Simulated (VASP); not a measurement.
# Se (P1) in VASP: notebook, part 3 of 3

VASP 6.6.1. Earlier steps stand in the parts before.

### 6 Electric field gradients, PBE (equal xy, yz and zx shear strains of -3 %)

INCAR

```
SYSTEM = Se
ALGO = Normal
EDIFF = 1E-8
ENCUT = 520
GGA = PE
ISIF = 2
ISMEAR = -1
LASPH = .True.
LCHARG = .False.
LEFG = .True.
LREAL = .False.
LWAVE = .False.
NBANDS = 16
NELM = 80
PREC = Accurate
SIGMA = 0.03
```

KPOINTS

```
k-points
0
Gamma
  6 6 5
  0 0 0
```

POSCAR

```
Se
1.0
    4.3661999489     -0.0654929992     -0.0654929992
   -2.2398185756      3.8139865734     -0.0239721015
   -0.0743040000     -0.0743040000      4.9536000000
Se
3
Direct
    0.2254000000      0.0000000000      0.3333333333
    0.0000000000      0.2254000000      0.6666666667
    0.7746000000      0.7746000000      0.0000000000
```

Potentials or basis: VASP PAW PBE potentials, release 64 (Se).

On the command line:

```sh
$ cat potpaw_PBE.64/Se/POTCAR > POTCAR
$ mpirun -np 1 vasp_std > vasp.out
```

OUTCAR:

```text
SYSTEM = Se
   EDIFF = 1E-8
   ENCUT = 520
   GGA = PE
   ISIF = 2
   ISMEAR = -1
   LASPH = .True.
   LREAL = .False.
   NELM = 80
   PREC = Accurate

 ion  position               nearest neighbor table
   1  0.225  0.000  0.333-   3 2.31   2 2.40
   2  0.000  0.225  0.667-   1 2.40   3 2.41
   3  0.775  0.775  0.000-   1 2.31   2 2.41

  LATTYP: Found a triclinic cell.
 ALAT       =     4.3105342853
 B/A-ratio  =     1.0131417463
 C/A-ratio  =     1.1494432260
 COS(alpha) =     0.0297616073
 COS(beta)  =     0.0411893908
 COS(gamma) =     0.4804578458

  Lattice vectors:

 A1 = (   2.1263813733,   3.7484935742,  -0.0894651007)
 A2 = (   4.3661999489,  -0.0654929992,  -0.0654929992)
 A3 = (   0.0743040000,   0.0743040000,  -4.9536000000)

Analysis of symmetry for initial positions (statically):
=====================================================================
 Subroutine PRICEL returns:
 Original cell was already a primitive cell.

 Routine SETGRP: Setting up the symmetry group for a
 triclinic supercell.

 Subroutine GETGRP returns: Found  1 space group operations
 (whereof  1 operations were pure point group operations)
 out of a pool of  2 trial point group operations.

The static configuration has the point symmetry C_1 .

Analysis of symmetry for dynamics (positions and initial velocities):
=====================================================================
 Subroutine PRICEL returns:
 Original cell was already a primitive cell.

 Routine SETGRP: Setting up the symmetry group for a
 triclinic supercell.

 Subroutine GETGRP returns: Found  1 space group operations
 (whereof  1 operations were pure point group operations)
 out of a pool of  2 trial point group operations.

The dynamic configuration has the point symmetry C_1 .

 Subroutine INISYM returns: Found  1 space group operations
 (whereof  1 operations are pure point group operations),
 and found     1 'primitive' translations

----------------------------------------------------------------------------------------

                                     Primitive cell

  volume of cell :      81.7264

  direct lattice vectors                    reciprocal lattice vectors
     4.366199949 -0.065492999 -0.065492999     0.231151397  0.135781583  0.005503995
    -2.239818576  3.813986573 -0.023972101     0.004029204  0.264584380  0.004029204
    -0.074304000 -0.074304000  4.953600000     0.003075619  0.003075619  0.201965654

  length of vectors
     4.367182233  4.423104735  4.954714435     0.268137838  0.264645732  0.202012485

  position of ions in fractional coordinates (direct lattice)
     0.225400000  1.000000000  0.333333333
     1.000000000  0.225400000  0.666666667
     0.774600000  0.774600000  1.000000000

  ion indices of the primitive-cell ions
   primitive index   ion index
                 1           1
                 2           2
                 3           3
[... 75 lines left out ...]
   NSW    =      0    number of steps for IOM
   IBRION =     -1    ionic relax: 0-MD 1-quasi-New 2-CG
   NFREE  =      0    steps in history (QN), initial steepest desc. (CG)
   ISIF   =      2    stress and relaxation
   ISYM   =      2    0-nonsym 1-usesym 2-fastsym
   POTIM  = 0.5000    time-step for ionic-motion
   TEBEG  =    0.0;   TEEND  =   0.0 temperature during run
   PSTRESS=    0.0 pullay stress
   NELECT =      18.0000    total number of electrons
   NUPDOWN=      -1.0000    fix difference up-down
   EMIN   =  10.00;   EMAX   =-10.00  energy-range for DOS
   EFERMI =   0.00;   METHOD = LEGACY
   ISMEAR =    -1;   SIGMA  =   0.03  broadening in eV -4-tet -1-fermi 0-gaus
   EFERMI_NEDOS =   21; number of points for ismear=-14 and -15
   IALGO  =     38    algorithm
   IMIX   =      4    mixing-type and parameters
     AMIX     =   0.40;   BMIX     =  1.00
     AMIX_MAG =   1.60;   BMIX_MAG =  1.00
  volume/ion in A,a.u.               =      27.24       183.84
  Fermi-wavevector in a.u.,A,eV,Ry     =   0.988655  1.868287 13.298862  0.977439
  Thomas-Fermi vector in A             =   2.120197
   LORBIT       =      0    0 simple, 1 ext, 2 COOP (PROOUT), +10 PAW based schemes
   GGA     = PE    functional components
   LHFCALC =     F    Hartree Fock is set to
   AEXX    =    0.0000 exact exchange contribution
   IVDW    =     0    specifies the selected vdW correction
   LEPSILON=     F    determine dielectric tensor
   LRPA    =     F    only Hartree local field effects (RPA)
 non-spin polarized calculation
  energy-cutoff  :      520.00
  volume of cell :       81.73
 maximum number of plane-waves:      2215
   NGX = 17   NGY = 17   NGZ = 19

 number of electron      18.0000000 magnetization

 Free energy of the ion-electron system (eV)
  ---------------------------------------------------
  ext. energy  EPLUGINS =         0.00000000
  ---------------------------------------------------
  free energy    TOTEN  =       -10.42896357 eV

  energy without entropy =      -10.42896357  energy(sigma->0) =      -10.42896357

 E-fermi :   3.2153     XC(G=0):  -8.8428

 val. band max:        2.6649046785   @ k =   0.5000   0.1667   0.4000
 cond. band min:       3.7570512771   @ k =  -0.0000   0.0000   0.4000
 fundamental gap:      1.0921465987
 Fermi energy:         3.2152674327

 k-point     1 :       0.0000    0.0000    0.0000
  band No.  band energies     occupation
      1     -13.1914      2.00000
      2      -9.1747      2.00000
      3      -8.9085      2.00000
      4      -1.2207      2.00000
      5      -1.1402      2.00000
      6      -1.0243      2.00000
[... 433 lines left out ...]
      3      -8.4780      2.00000
      4      -2.5736      2.00000
      5      -2.3671      2.00000
      6      -0.9809      2.00000
[... 8 lines left out ...]
     15      12.1811      0.00000
     16      12.2932      0.00000

 [... further k-points ...]
[... 5 lines left out ...]
  --------------------------------------------------------------------------------------
  -------------------------------------------------------------------------------------
  Total        1.6786632      0.9250709      2.3123788      0.6228167      0.8241090      1.2423330
  in kB       32.9087599     18.1352268     45.3322150     12.2097904     16.1559537     24.3548793
  external PRESSURE =      32.1254006 kB  Pullay stress =       0.0000000 kB

 VOLUME and BASIS-vectors are now :
 -----------------------------------------------------------------------------
  energy-cutoff  :      520.00
  volume of cell :       81.73
      direct lattice vectors                 reciprocal lattice vectors
     4.366199949 -0.065492999 -0.065492999     0.231151397  0.135781583  0.005503995
    -2.239818576  3.813986573 -0.023972101     0.004029204  0.264584380  0.004029204
    -0.074304000 -0.074304000  4.953600000     0.003075619  0.003075619  0.201965654

 POSITION                                       TOTAL-FORCE (eV/Angst)
 -----------------------------------------------------------------------------------
      0.95937     -0.03953      1.63644         0.625370      0.270604      0.561936
     -0.55439      0.81014      3.29700        -0.080141      0.136165      0.052387
      1.64710      2.90358     -0.06930        -0.545229     -0.406769     -0.614323
 -----------------------------------------------------------------------------------
    total drift:                                0.000007      0.000031     -0.000038

  FREE ENERGIE OF THE ION-ELECTRON SYSTEM (eV)
  ---------------------------------------------------
  free  energy   TOTEN  =       -10.4289635750 eV

  energy  without entropy=      -10.4289635745  energy(sigma->0) =      -10.42896357

 Electric field gradients (V/A^2)
---------------------------------------------------------------------
 ion       V_xx      V_yy      V_zz      V_xy      V_xz      V_yz
---------------------------------------------------------------------
   1     157.696  -337.952   180.256   -22.608   -17.079   312.568
   2    -204.177    40.494   163.683  -231.458  -302.673  -178.648
   3    -220.690    49.064   171.626   207.298   271.637  -179.310
---------------------------------------------------------------------

 Electric field gradients after diagonalization (V/A^2)
 (convention: |V_zz| > |V_xx| > |V_yy|)
----------------------------------------------------------------------
 ion       V_xx      V_yy      V_zz     asymmetry (V_yy - V_xx)/ V_zz
----------------------------------------------------------------------
   1     330.785   154.331  -485.116       0.364
   2     343.499   179.912  -523.411       0.313
   3     333.858   158.032  -491.889       0.357
----------------------------------------------------------------------

           NMR quadrupolar parameters

 Cq : quadrupolar parameter    Cq=e*Q*V_zz/h
 eta: asymmetry parameters     (V_yy - V_xx)/ V_zz
 Q  : nuclear electric quadrupole moment in mb (millibarn)
----------------------------------------------------------------------
 ion       Cq(MHz)       eta       Q (mb)
----------------------------------------------------------------------
   1      -1.173       0.364       1.000
   2      -1.266       0.313       1.000
   3      -1.189       0.357       1.000
----------------------------------------------------------------------
```

OSZICAR:

```text
N       E                     dE             d eps       ncg     rms          rms(c)
DAV:   1     0.826925852428E+02    0.82693E+02   -0.71618E+03  2944   0.931E+02
DAV:   2    -0.519046729771E+01   -0.87883E+02   -0.83241E+02  3856   0.155E+02
DAV:   3    -0.104711973193E+02   -0.52807E+01   -0.52618E+01  3720   0.431E+01
DAV:   4    -0.105078203683E+02   -0.36623E-01   -0.36617E-01  3832   0.428E+00
DAV:   5    -0.105080789963E+02   -0.25863E-03   -0.25862E-03  3864   0.355E-01    0.710E+00
DAV:   6    -0.104496021570E+02    0.58477E-01   -0.34723E-02  3576   0.117E+00    0.439E+00
DAV:   7    -0.104294379132E+02    0.20164E-01   -0.72074E-02  3632   0.165E+00    0.199E-01
DAV:   8    -0.104288057675E+02    0.63215E-03   -0.83257E-03  3232   0.559E-01    0.100E-01
DAV:   9    -0.104289096313E+02   -0.10386E-03   -0.28187E-04  4272   0.105E-01    0.372E-02
DAV:  10    -0.104289600124E+02   -0.50381E-04   -0.45582E-05  3400   0.454E-02    0.691E-03
DAV:  11    -0.104289633220E+02   -0.33096E-05   -0.63052E-06  4152   0.154E-02    0.393E-03
DAV:  12    -0.104289635662E+02   -0.24419E-06   -0.13537E-06  3664   0.743E-03    0.117E-03
DAV:  13    -0.104289635516E+02    0.14652E-07   -0.14651E-07  4056   0.232E-03    0.493E-04
DAV:  14    -0.104289635690E+02   -0.17414E-07   -0.19594E-08  3408   0.855E-04    0.108E-04
DAV:  15    -0.104289635750E+02   -0.59759E-08   -0.44295E-10  2576   0.125E-04
   1 F= -.10428964E+02 E0= -.10428964E+02  d E =-.405463E-09
```

stdout:

```text
POSCAR found type information on POSCAR Se
 POSCAR found :  1 types and       3 ions
 scaLAPACK will be used
 LDA part: xc-table for (Slater+PW92), standard interpolation
 POSCAR, INCAR and KPOINTS ok, starting setup
 FFT: planning ... GRIDC
 FFT: planning ... GRID_SOFT
 FFT: planning ... GRID
 WAVECAR not read
 entering main loop
ion   1
     0.0000499     0.5320565    -5.7538871    -2.8246030     0.5155629    -4.7058126
     0.0000687     0.5320565    -5.7538871    -2.8246029     0.5155629    -4.7058126
     0.0000946     0.5320565    -5.7538870    -2.8246029     0.5155629    -4.7058125
     0.0001302     0.5320565    -5.7538869    -2.8246029     0.5155629    -4.7058125

     0.0000499    20.9121987  -285.8701230  -142.7427092    16.0414095  -226.8260874
     0.0000687    20.9117069  -285.8631342  -142.7392250    16.0410520  -226.8205514
     0.0000946    20.9109098  -285.8518037  -142.7335769    16.0404729  -226.8115761
     0.0001302    20.9096245  -285.8335260  -142.7244664    16.0395395  -226.7970968
[... 12 lines left out ...]
ion   3
     0.0000499    -3.9111003     3.4887966    -2.6862672    -4.9149637     2.6635402
     0.0000687    -3.9111002     3.4887965    -2.6862672    -4.9149637     2.6635402
     0.0000946    -3.9111002     3.4887965    -2.6862671    -4.9149636     2.6635401
     0.0001302    -3.9111001     3.4887964    -2.6862671    -4.9149635     2.6635401

     0.0000499  -189.6554697   164.3869258  -135.8904728  -248.2371097   123.6657023
     0.0000687  -189.6508332   164.3829386  -135.8871498  -248.2310189   123.6627021
     0.0000946  -189.6433159   164.3764749  -135.8817626  -248.2211438   123.6578382
     0.0001302  -189.6311883   164.3660486  -135.8730725  -248.2052129   123.6499923
```

Wall time 57 s (1 thread of Intel Xeon 6975P-C (Granite Rapids), shared host); peak memory 0.25 GiB.

What came out:

```
Free energy            : -10.4290 eV
Pressure               : 3.2 GPa
Largest force          : 0.917 eV/Å
Band gap on the k mesh : 1.09 eV, indirect (least direct gap 1.43 eV)
```

Forces in eV/Å, atoms in the order of the input:
```
Se   0.625  0.271  0.562
Se  -0.080  0.136  0.052
Se  -0.545 -0.407 -0.614
```

Stress tensor (GPa, compression positive):
```
3.29 1.22 2.44
1.22 1.81 1.62
2.44 1.62 4.53
```

Levels at points of the mesh, in eV from the valence-band top:
| k point | band 7 | band 8 | band 9 | band 10 | band 11 | band 12 |
| --- | --- | --- | --- | --- | --- | --- |
| (0.00, 0.00, 0.00) | -2.07 | -2.01 | -0.41 | 1.70 | 1.90 | 2.45 |
| (0.50, 0.00, 0.00) | -2.75 | -1.75 | -1.03 | 1.83 | 2.27 | 4.49 |
| (0.00, 0.50, 0.00) | -2.97 | -1.80 | -0.96 | 1.88 | 2.50 | 3.97 |
| (0.50, 0.50, 0.00) | -2.94 | -1.79 | -0.89 | 1.90 | 2.57 | 3.97 |

Electric field gradients, principal values (V/Å²):
```tsv
atom	least	middle	greatest (by size)
1 Se	154.331	330.785	-485.116
2 Se	179.912	343.499	-523.411
3 Se	158.032	333.858	-491.889
```

Caveat: the cell differs from its parent crystal (equal xy, yz and zx shear strains of -3 %); without QUAD_EFG the Cq values of the log hold for a quadrupole moment of 1 mb, not for the nuclei. A k mesh can miss the band edges.

### 7 The runs side by side

```csv
cell,gap on the mesh (eV),pressure (GPa),largest force (eV/Å)
"a = 4.367, b = 4.404, c = 4.954 Å, angles 90.4, 91.1, 120.9°, 3 atoms",1.18,3.0,0.70
"a = 4.367, b = 4.310, c = 4.955 Å, angles 89.4, 88.3, 118.7°, 3 atoms",1.04,3.2,0.74
"a = 4.367, b = 4.423, c = 4.955 Å, angles 90.6, 91.7, 121.3°, 3 atoms",1.09,3.2,0.92
```

Alike in all rows: task electric field gradients; level PBE; potentials or basis VASP PAW PBE potentials, release 64 (Se); no spin polarisation; k mesh 6 × 6 × 5; cutoff (eV) 520; smearing fermi-dirac 0.03 eV.

Absolute energies hang on the potentials; compare differences alone.
